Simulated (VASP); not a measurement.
Mg5Cd11O16: single point with PBEsol

The system is Mg5Cd11O16.

```xyz
64
Lattice="9.1464 0.0000 0.0000 0.0000 9.1464 0.0000 0.0000 0.0000 9.1464" Properties=species:S:1:pos:R:3 pbc="T T T"
O     2.2719    9.1264    8.9862
O     2.2852    9.0206    4.7121
O     2.2604    4.5832    9.1261
O     2.2818    4.7483    4.6119
O     6.8566    0.0724    8.9968
O     6.8648    9.0167    4.7184
O     6.8480    4.4742    8.9971
O     6.8635    4.7119    4.7187
O     8.9989    2.2762    9.0146
O     9.1313    2.2926    4.6947
O     9.1258    6.8456    0.0027
O     0.0086    6.8626    4.6114
O     4.6869    2.2802    9.1271
O     4.5956    2.2892    4.5430
O     4.5755    6.8501    9.0180
O     4.5813    6.8636    4.7035
O     0.0066    0.0315    2.2829
O     9.1094    0.1340    6.8596
O     9.1320    4.5379    2.2836
O     9.0041    4.4082    6.8568
O     4.5754    0.1370    2.2756
O     4.6136    0.0326    6.8577
O     4.5760    4.4334    2.2768
O     4.6855    4.4648    6.8572
O     2.4145    2.2810    2.2782
O     2.4246    2.1580    6.8506
O     2.3277    6.8874    2.4613
O     2.4227    6.9814    6.7621
O     6.7444    2.2766    2.1467
O     6.8093    2.2426    6.9282
O     6.8276    6.8609    2.4557
O     6.7356    6.8745    6.7708
Cd    9.1273    0.0157    9.1059
Cd    9.1450    9.1405    4.6137
Cd    9.1060    4.5387    9.1103
Cd    9.1322    4.5859    4.6083
Cd    4.5785    0.0163    9.1208
Cd    4.5786    0.0013    4.5911
Cd    4.5843    4.5476    9.1159
Cd    4.5850    4.5819    4.5990
Cd    2.2868    2.2663    9.1071
Cd    2.2977    2.2724    4.6004
Cd    2.2954    6.8708    9.1076
Cd    6.8452    2.2871    4.5945
Cd    6.8376    6.8517    9.0940
Cd    2.3023    0.0049    2.3106
Cd    2.2967    4.5800    2.3126
Cd    2.3044    4.5557    6.8478
Cd    6.8486    0.0039    2.2884
Cd    6.8403    4.5608    2.2898
Cd    9.1214    2.2859    2.2541
Cd    0.0020    6.8566    2.3309
Cd    9.1288    6.8778    6.8482
Cd    4.5759    6.8552    2.3250
Mg    2.3298    6.8923    4.6484
Mg    6.8225    2.2753    9.0800
Mg    6.8150    6.8617    4.6624
Mg    2.3359    0.0126    6.8351
Mg    6.8186    0.0195    6.8539
Mg    6.8181    4.5445    6.8532
Mg    8.9972    2.2589    6.8768
Mg    4.5993    2.2871    2.2398
Mg    4.6212    2.2603    6.8927
Mg    4.5927    6.9320    6.8255
```

| Item | Value |
| --- | --- |
| Program | VASP 6.6.1 |
| Task | single point |
| Functional | PBEsol |
| Potentials or basis | VASP PAW PBE potentials, release 64 (O, Cd, Mg) |
| Cutoff | 520 eV |
| k mesh | 1 × 1 × 1, shifted |
| Occupations | fermi-dirac, width 0.05 eV |
| Spin | no spin polarisation |

```
Pressure               : 1.2 GPa
Largest force          : 0.116 eV/Å
Band gap on the k mesh : 1.43 eV
```

Forces in eV/Å, atoms in the order of the input:
```
O    0.010  0.019 -0.044
O    0.003 -0.075  0.079
O    0.003  0.002  0.022
O   -0.024  0.056 -0.047
O    0.003  0.068 -0.051
O    0.000 -0.074  0.059
O    0.027 -0.047 -0.040
O   -0.028  0.045  0.035
O   -0.046  0.030 -0.043
O    0.006 -0.011  0.052
O    0.016  0.004  0.020
O   -0.001 -0.011 -0.026
O    0.056 -0.006 -0.009
O   -0.020  0.002 -0.015
O    0.003  0.005 -0.049
O   -0.015 -0.005  0.059
O   -0.005 -0.022 -0.007
O   -0.009  0.067 -0.012
O    0.015  0.023  0.008
O   -0.040 -0.040  0.031
O   -0.015  0.063 -0.007
O   -0.009 -0.005 -0.010
O    0.009 -0.063  0.004
O    0.072 -0.018 -0.005
O    0.054 -0.010 -0.015
O    0.030 -0.059  0.002
O   -0.037 -0.032  0.046
O    0.048  0.053 -0.091
O   -0.039  0.024 -0.046
O   -0.010 -0.003  0.071
O    0.009 -0.010  0.058
O   -0.042  0.019 -0.050
Cd   0.006 -0.007  0.020
Cd   0.003  0.002 -0.023
Cd   0.011  0.010  0.017
Cd   0.007 -0.002 -0.013
Cd  -0.009 -0.010  0.009
Cd  -0.005 -0.001 -0.008
Cd  -0.012  0.008  0.012
Cd  -0.010  0.001 -0.013
Cd  -0.009  0.010  0.012
Cd  -0.010  0.012 -0.014
Cd  -0.009 -0.008  0.023
Cd   0.012  0.002 -0.014
Cd   0.009  0.000  0.023
Cd  -0.008 -0.003 -0.010
Cd  -0.005  0.002 -0.006
Cd  -0.013  0.002  0.008
Cd   0.008 -0.003 -0.001
Cd   0.009  0.005  0.000
Cd   0.007 -0.004  0.006
Cd   0.002  0.003 -0.011
Cd   0.005 -0.010  0.017
Cd  -0.002  0.001 -0.015
Mg   0.004  0.003  0.006
Mg  -0.004 -0.002 -0.012
Mg  -0.004  0.004  0.011
Mg   0.008  0.000 -0.008
Mg  -0.006  0.003  0.001
Mg  -0.005 -0.004  0.002
Mg  -0.013 -0.004  0.008
Mg   0.003 -0.001 -0.002
Mg   0.005 -0.007  0.007
Mg   0.001  0.007 -0.012
```

Stress tensor (GPa, compression positive):
```
 1.31  0.00  0.09
 0.00  1.25 -0.11
 0.09 -0.11  0.95
```

Levels at points of the mesh, in eV from the valence-band top:
```
           k point  band 234  band 235  band 236  band 237  band 238  band 239  band 240  band 241  band 242  band 243
(0.25, 0.25, 0.25)     -0.12     -0.10     -0.08     -0.03      0.00      1.43      2.90      3.07      3.32      3.70
```

Run time: 73 min on 1 thread of Intel Xeon 8259CL, on a shared host, peak memory 1 GiB.

Caveat: the PAW data sets were made with another functional, which shifts forces and pressure a little; a shifted mesh leaves out Γ, where band edges can lie. A k mesh can miss the band edges.
